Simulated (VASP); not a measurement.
Input of a VASP 6.6.1 run:

The input INCAR:

```
ALGO     = Normal         # electronic algorithm
EDIFF    = 1E-6           # SCF threshold, eV
ENCUT    = 520            # plane-wave cutoff, eV
GGA      = PS             # functional
ISIF     = 2              # what is computed and relaxed
ISMEAR   = 0              # smearing method
LASPH    = True           # aspherical terms in the spheres
LCHARG   = True           # write CHGCAR
LELF     = True           # ELF
LREAL    = False          # projectors in reciprocal space
LVHAR    = True         
LWAVE    = False          # write WAVECAR
NBANDS   = 11             # bands
NELM     = 100            # most SCF steps
PREC     = Accurate       # precision mode
SIGMA    = 0.01           # smearing width, eV
```

File KPOINTS:

```
k-points
0
Gamma
  8 8 8
```

File POSCAR:

```
MgS
1.0
    0.0000000000      2.5909610182      2.5909610182
    2.5909610182      0.0000000000      2.5909610182
    2.5909610182      2.5909610182      0.0000000000
Mg S
1 1
Direct
    0.0000000000      0.0000000000      0.0000000000
    0.5000000000      0.5000000000      0.5000000000
```

Potentials or basis: VASP PAW PBE potentials, release 64 (Mg, S).

The run is started by

```bash
$ cat potpaw_PBE.64/Mg/POTCAR potpaw_PBE.64/S/POTCAR > POTCAR
$ mpirun -np 1 vasp_std > vasp.out
```

(1) What does it give for the band gap on the k mesh?

(2) Predict the pressure.

Answers

(1) 2.73 eV, indirect (least direct gap 3.69 eV).

(2) -0.2 GPa.

Caveat: the PAW data sets were made with another functional, which shifts forces and pressure a little.
